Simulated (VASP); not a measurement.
# CaC2 (I4/mmm) in VASP: further runs

CaC2 is run at these levels: LDA; tasks: single point.

All numbers are computed with VASP 6.6.1; they aren't measurements. Logs are shortened: lines on timing, memory, paths and dates and some standing lists are left out, and cuts for length are marked.

## (1) The cell of the first run

The structure is tetragonal, space group I4/mmm (No. 139). Conventional cell: a = 3.758 Å, b = 3.758 Å, c = 5.964 Å, α = 90.00°, β = 90.00°, γ = 90.00°. Within 3.2 Å of Ca (site symmetry 4/mmm) lie 10 C at 2.39 to 2.72 Å. C (site symmetry 4mm) has 1 C at 1.19 Å within 1.6 Å.

## (2) Single point, LDA (strain -0.0500 x Voigt [0, 0, 1, 0, 0, 0])

File INCAR:

```
PREC     = Accurate       # precision mode
ENCUT    = 600            # plane-wave cutoff, eV
EDIFF    = 1E-6           # SCF threshold, eV
ISMEAR   = 0              # smearing method
SIGMA    = 0.05           # smearing width, eV
LREAL    = F              # projectors in reciprocal space
LASPH    = T              # aspherical terms in the spheres
NELM     = 120            # most SCF steps
ALGO     = Normal         # electronic algorithm
ISIF     = 2              # what is computed and relaxed
LWAVE    = F              # write WAVECAR
LCHARG   = T              # write CHGCAR
GGA      = CA             # functional
LELF     = T              # ELF
LVHAR    = T            
NBANDS   = 16             # bands
GGA_COMPAT= F
```

File KPOINTS:

```
regular mesh
0
Gamma
  10 10 10
```

File POSCAR:

```
CaC2
1.0
   -1.8789219473      1.8789219473      2.9818700956
    1.8789219473     -1.8789219473      2.9818700956
    1.8789219473      1.8789219473     -2.9818700956
Ca C
1 2
Direct
    0.0000000000      0.0000000000      0.0000000000
    0.5996770466      0.5996770466      0.0000000000
    0.4003229534      0.4003229534      0.0000000000
```

Potentials or basis: VASP PAW LDA potentials, release 64 (Ca_sv, C).

Started as:

```bash
> cat potpaw_LDA.64/Ca_sv/POTCAR potpaw_LDA.64/C/POTCAR > POTCAR
> mpirun -np 1 vasp_std > vasp.out
```

OUTCAR:

```text
PREC = Accurate
   ENCUT = 600
   EDIFF = 1E-6
   ISMEAR = 0
   LREAL = F
   LASPH = T
   NELM = 120
   ISIF = 2
   GGA = CA

 ion  position               nearest neighbor table
   1  0.000  0.000  0.000-   2 2.39   3 2.39
   2  0.600  0.600  0.000-   3 1.19   1 2.39
   3  0.400  0.400  0.000-   2 1.19   1 2.39

  LATTYP: Found a body centered tetragonal cell.
 ALAT       =     3.7578438946
 C/A-ratio  =     1.5870111581

  Lattice vectors:

 A1 = (  -1.8789219473,   1.8789219473,   2.9818700956)
 A2 = (   1.8789219473,  -1.8789219473,   2.9818700956)
 A3 = (   1.8789219473,   1.8789219473,  -2.9818700956)

Analysis of symmetry for initial positions (statically):
=====================================================================
 Subroutine PRICEL returns:
 Original cell was already a primitive cell.

 Routine SETGRP: Setting up the symmetry group for a
 body centered tetragonal supercell.

 Subroutine GETGRP returns: Found 16 space group operations
 (whereof 16 operations were pure point group operations)
 out of a pool of 16 trial point group operations.

The static configuration has the point symmetry D_4h.

Analysis of symmetry for dynamics (positions and initial velocities):
=====================================================================
 Subroutine PRICEL returns:
 Original cell was already a primitive cell.

 Routine SETGRP: Setting up the symmetry group for a
 body centered tetragonal supercell.

 Subroutine GETGRP returns: Found 16 space group operations
 (whereof 16 operations were pure point group operations)
 out of a pool of 16 trial point group operations.

The dynamic configuration has the point symmetry D_4h.

 Subroutine INISYM returns: Found 16 space group operations
 (whereof 16 operations are pure point group operations),
 and found     1 'primitive' translations

----------------------------------------------------------------------------------------

                                     Primitive cell

  volume of cell :      42.1082

  direct lattice vectors                    reciprocal lattice vectors
    -1.878921947  1.878921947  2.981870096     0.000000000  0.266110043  0.167680008
     1.878921947 -1.878921947  2.981870096     0.266110043  0.000000000  0.167680008
     1.878921947  1.878921947 -2.981870096     0.266110043  0.266110043  0.000000000

  length of vectors
     3.994026118  3.994026118  3.994026118     0.314533209  0.314533209  0.376336432

  position of ions in fractional coordinates (direct lattice)
     0.000000000  0.000000000  0.000000000
     0.599677047  0.599677047  0.000000000
     0.400322953  0.400322953  0.000000000

  ion indices of the primitive-cell ions
   primitive index   ion index
                 1           1
                 2           2
                 3           3

----------------------------------------------------------------------------------------

 KPOINTS: regular mesh

Automatic generation of k-mesh.
 Grid dimensions read from file:
 generate k-points for:   10   10   10

 Generating k-lattice:

  Cartesian coordinates                     Fractional coordinates (reciprocal lattice)
     0.000000000  0.026611004  0.016768001     0.100000000  0.000000000  0.000000000
     0.026611004  0.000000000  0.016768001     0.000000000  0.100000000  0.000000000
     0.026611004  0.026611004  0.000000000     0.000000000  0.000000000  0.100000000

  Length of vectors
     0.031453321  0.031453321  0.037633643

  Shift w.r.t. Gamma in fractional coordinates (k-lattice)
     0.000000000  0.000000000  0.000000000

 Subroutine IBZKPT returns following result:
 ===========================================

 Found    102 irreducible k-points:

 Following reciprocal coordinates:
            Coordinates               Weight
  0.000000  0.000000  0.000000      1.000000
  0.100000 -0.000000  0.000000      8.000000
  0.200000 -0.000000  0.000000      8.000000
  0.300000  0.000000  0.000000      8.000000
  0.400000  0.000000 -0.000000      8.000000
  0.500000  0.000000 -0.000000      4.000000
[... 16 lines left out ...]
  0.300000  0.300000  0.000000      8.000000
  0.400000  0.300000  0.000000     16.000000
 [... further k-points ...]
   k-points           NKPTS =    102   k-points in BZ     NKDIM =    102   number of bands    NBANDS=     16
   number of dos      NEDOS =    301   number of ions     NIONS =      3
   total plane-waves  NPLWV =  32768
   dimension x,y,z NGX =    32 NGY =   32 NGZ =   32
   dimension x,y,z NGXF=    64 NGYF=   64 NGZF=   64
   ions per type =               1   2
   NGX,Y,Z   is equivalent  to a cutoff of  13.32, 13.32, 13.32 a.u.
   NGXF,Y,Z  is equivalent  to a cutoff of  26.64, 26.64, 26.64 a.u.
 SYSTEM =  unknown system
   PREC   = accura    normal or accurate (medium, high low for compatibility)
   ISTART =      0    job   : 0-new  1-cont  2-samecut
   ICHARG =      2    charge: 1-file 2-atom 10-const
   ISPIN  =      1    spin polarized calculation?
   LNONCOLLINEAR =      F non collinear calculations
   LSORBIT =      F    spin-orbit coupling
   LASPH  =      T    aspherical Exc in radial PAW
   ENCUT  =  600.0 eV  44.10 Ry    6.64 a.u.   7.98  7.98  7.98*2*pi/ulx,y,z
   NELM   =    120;   NELMIN=  2; NELMDL= -5     # of ELM steps
   EDIFF  = 0.1E-05   stopping-criterion for ELM
   LREAL  =      F    real-space projection
   EDIFFG = 0.1E-04   stopping-criterion for IOM
   NSW    =      0    number of steps for IOM
   IBRION =     -1    ionic relax: 0-MD 1-quasi-New 2-CG
   NFREE  =      0    steps in history (QN), initial steepest desc. (CG)
   ISIF   =      2    stress and relaxation
   ISYM   =      2    0-nonsym 1-usesym 2-fastsym
   POTIM  = 0.5000    time-step for ionic-motion
   TEBEG  =    0.0;   TEEND  =   0.0 temperature during run
   PSTRESS=    0.0 pullay stress
   NELECT =      18.0000    total number of electrons
   NUPDOWN=      -1.0000    fix difference up-down
   EMIN   =  10.00;   EMAX   =-10.00  energy-range for DOS
   EFERMI =   0.00;   METHOD = LEGACY
   ISMEAR =     0;   SIGMA  =   0.05  broadening in eV -4-tet -1-fermi 0-gaus
   EFERMI_NEDOS =   21; number of points for ismear=-14 and -15
   IALGO  =     38    algorithm
   IMIX   =      4    mixing-type and parameters
     AMIX     =   0.40;   BMIX     =  1.00
     AMIX_MAG =   1.60;   BMIX_MAG =  1.00
  volume/ion in A,a.u.               =      14.04        94.72
  Fermi-wavevector in a.u.,A,eV,Ry     =   1.233229  2.330464 20.692460  1.520853
  Thomas-Fermi vector in A             =   2.367967
   LORBIT       =      0    0 simple, 1 ext, 2 COOP (PROOUT), +10 PAW based schemes
   GGA     = CA    functional components
   LHFCALC =     F    Hartree Fock is set to
   AEXX    =    0.0000 exact exchange contribution
   IVDW    =     0    specifies the selected vdW correction
   LEPSILON=     F    determine dielectric tensor
   LRPA    =     F    only Hartree local field effects (RPA)
 non-spin polarized calculation
 Gauss-broadening in eV      SIGMA  =   0.05
  energy-cutoff  :      600.00
  volume of cell :       42.11
 maximum number of plane-waves:      1440
   NGX = 15   NGY = 15   NGZ = 15

 number of electron      18.0000000 magnetization

 Free energy of the ion-electron system (eV)
  ---------------------------------------------------
  ext. energy  EPLUGINS =         0.00000000
  ---------------------------------------------------
  free energy    TOTEN  =       -21.91959389 eV

  energy without entropy =      -21.91959389  energy(sigma->0) =      -21.91959389

 E-fermi :   2.2490     XC(G=0): -10.3470

 val. band max:        1.9258257062   @ k =  -0.3000  -0.3000   0.3000
 cond. band min:       2.9217652773   @ k =   0.5000   0.5000  -0.0000
 fundamental gap:      0.9959395711
 Fermi energy:         2.2489901678

 k-point     1 :       0.0000    0.0000    0.0000
  band No.  band energies     occupation
      1     -35.8723      2.00000
      2     -17.2088      2.00000
      3     -17.2088      2.00000
      4     -17.0865      2.00000
      5     -11.2327      2.00000
      6      -1.0362      2.00000
[... 8 lines left out ...]
     15      12.4032      0.00000
     16      12.4032      0.00000

 k-point     2 :       0.1000   -0.0000    0.0000
  band No.  band energies     occupation
      1     -35.8703      2.00000
      2     -17.2347      2.00000
      3     -17.2090      2.00000
      4     -17.0952      2.00000
      5     -11.1738      2.00000
      6      -1.2118      2.00000
[... 8 lines left out ...]
     15      12.0959      0.00000
     16      12.2313      0.00000

 k-point     3 :       0.2000   -0.0000    0.0000
  band No.  band energies     occupation
      1     -35.8649      2.00000
      2     -17.3056      2.00000
      3     -17.2094      2.00000
      4     -17.1129      2.00000
      5     -11.0189      2.00000
      6      -1.6087      2.00000
[... 8 lines left out ...]
     15      11.3312      0.00000
     16      11.7048      0.00000

 k-point     4 :       0.3000    0.0000    0.0000
  band No.  band energies     occupation
      1     -35.8583      2.00000
      2     -17.3941      2.00000
      3     -17.2098      2.00000
      4     -17.1302      2.00000
      5     -10.8263      2.00000
      6      -2.0414      2.00000
[... 8 lines left out ...]
     15      10.4475      0.00000
     16      10.8444      0.00000

 k-point     5 :       0.4000    0.0000   -0.0000
  band No.  band energies     occupation
      1     -35.8530      2.00000
      2     -17.4643      2.00000
      3     -17.2102      2.00000
      4     -17.1427      2.00000
      5     -10.6687      2.00000
      6      -2.3690      2.00000
[... 8 lines left out ...]
     15      10.3561      0.00000
     16      10.3892      0.00000

 k-point     6 :       0.5000    0.0000   -0.0000
  band No.  band energies     occupation
      1     -35.8509      2.00000
      2     -17.4908      2.00000
      3     -17.2104      2.00000
      4     -17.1473      2.00000
      5     -10.6079      2.00000
      6      -2.4909      2.00000
[... 8 lines left out ...]
     15      10.6213      0.00000
     16      10.8062      0.00000
[... 267 lines left out ...]
 k-point    21 :      -0.3000    0.2000   -0.0000
  band No.  band energies     occupation
      1     -35.8558      2.00000
      2     -17.3658      2.00000
      3     -17.2565      2.00000
      4     -17.1264      2.00000
      5     -10.8617      2.00000
      6      -1.5001      2.00000
[... 8 lines left out ...]
     15      10.6397      0.00000
     16      12.3434      0.00000

 k-point    22 :      -0.2000    0.2000    0.0000
  band No.  band energies     occupation
      1     -35.8613      2.00000
      2     -17.3132      2.00000
      3     -17.2487      2.00000
      4     -17.1117      2.00000
      5     -10.9629      2.00000
      6      -1.3040      2.00000
[... 8 lines left out ...]
     15      10.7221      0.00000
     16      12.4935      0.00000

 k-point    23 :       0.3000    0.3000    0.0000
  band No.  band energies     occupation
      1     -35.8467      2.00000
      2     -17.3722      2.00000
      3     -17.3366      2.00000
      4     -17.1644      2.00000
      5     -10.7268      2.00000
      6      -2.0320      2.00000
[... 8 lines left out ...]
     15      10.7028      0.00000
     16      10.9287      0.00000

 k-point    24 :       0.4000    0.3000    0.0000
  band No.  band energies     occupation
      1     -35.8441      2.00000
      2     -17.3977      2.00000
      3     -17.3281      2.00000
      4     -17.1694      2.00000
      5     -10.7371      2.00000
      6      -1.7551      2.00000
[... 8 lines left out ...]
     15      10.5584      0.00000
     16      11.1724      0.00000

 [... further k-points ...]

------------------------ aborting loop because EDIFF is reached ----------------------------------------

  FORCE on cell =-STRESS in cart. coord.  units (eV):
  Direction    XX          YY          ZZ          XY          YZ          ZX
  --------------------------------------------------------------------------------------
  -------------------------------------------------------------------------------------
  Total        0.1839551      0.1839551     10.6615549      0.0000000     -0.0000000      0.0000000
  in kB        6.9993264      6.9993264    405.6625727      0.0000000     -0.0000000      0.0000000
  external PRESSURE =     139.8870752 kB  Pullay stress =       0.0000000 kB

 VOLUME and BASIS-vectors are now :
 -----------------------------------------------------------------------------
  energy-cutoff  :      600.00
  volume of cell :       42.11
      direct lattice vectors                 reciprocal lattice vectors
    -1.878921947  1.878921947  2.981870096     0.000000000  0.266110043  0.167680008
     1.878921947 -1.878921947  2.981870096     0.266110043  0.000000000  0.167680008
     1.878921947  1.878921947 -2.981870096     0.266110043  0.266110043  0.000000000

 POSITION                                       TOTAL-FORCE (eV/Angst)
 -----------------------------------------------------------------------------------
      0.00000      0.00000      0.00000         0.000000      0.000000      0.000000
      0.00000      0.00000      3.57632         0.000000      0.000000      5.433752
      0.00000      0.00000      2.38742        -0.000000     -0.000000     -5.433752
 -----------------------------------------------------------------------------------
    total drift:                                0.000000      0.000000      0.000000

  FREE ENERGIE OF THE ION-ELECTRON SYSTEM (eV)
  ---------------------------------------------------
  free  energy   TOTEN  =       -21.9195938932 eV

  energy  without entropy=      -21.9195938932  energy(sigma->0) =      -21.91959389
```

Run time: 60 s. Hardware: 1 thread of Intel Xeon Platinum 8488C (Sapphire Rapids), shared host; peak memory 0.21 GiB.

Results:

```yaml
Free_energy: -21.9196 eV
Pressure: 14.0 GPa
Largest_force: 5.434 eV/Å
Band_gap_on_the_k_mesh: 1.00 eV (least direct gap 2.23 eV)
```

Forces on the atoms (eV/Å):
```
Ca   0.000  0.000  0.000
C    0.000  0.000  5.434
C    0.000  0.000 -5.434
```

Stress tensor (GPa, compression positive):
```
 0.70  0.00  0.00
 0.00  0.70  0.00
 0.00  0.00 40.57
```

Caveat: the cell differs from its parent crystal (strain -0.0500 x Voigt [0, 0, 1, 0, 0, 0]); the cell stands under pressure; forces of over 1 eV/Å act on the atoms, so gaps and moduli don't describe the material at rest.

(Part 1 of 2 ends here.)
